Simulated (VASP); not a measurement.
Crystal: BiN.

```
Bi N
1.0
     3.48937    0.00000    0.00000
    -1.74468    3.02188    0.00000
     0.00000    0.00000    3.26518
Bi N
1 1
Direct
  0.00000 0.00000 0.00000
  0.66667 0.33333 0.50000
```

Base run:

| Property | Result |
| --- | --- |
| Program | VASP 6.6.1 |
| Functional | PBEsol |
| Potentials or basis | VASP PAW PBE potentials, release 64 (Bi_d, N) |
| Cutoff | 520 eV |
| k mesh | 12 × 12 × 10 |
| Occupations | gaussian, width 0.05 eV |
| Spin | no spin polarisation |

Its results: band gap on the k mesh zero (band 10 reaches 9.05 eV, above the bottom of band 11 at 6.47 eV); pressure -4.6 GPa.

The run is repeated on the same cell with these changes: functional from PBEsol to r2SCAN. What comes out?

Band gap on the k mesh zero (band 10 reaches 9.18 eV, above the bottom of band 11 at 6.66 eV); pressure -2.5 GPa.

Caveats: the PAW data sets were made with another functional, which shifts forces and pressure a little; spin-orbit coupling is left out, which moves the levels of the heavy elements.
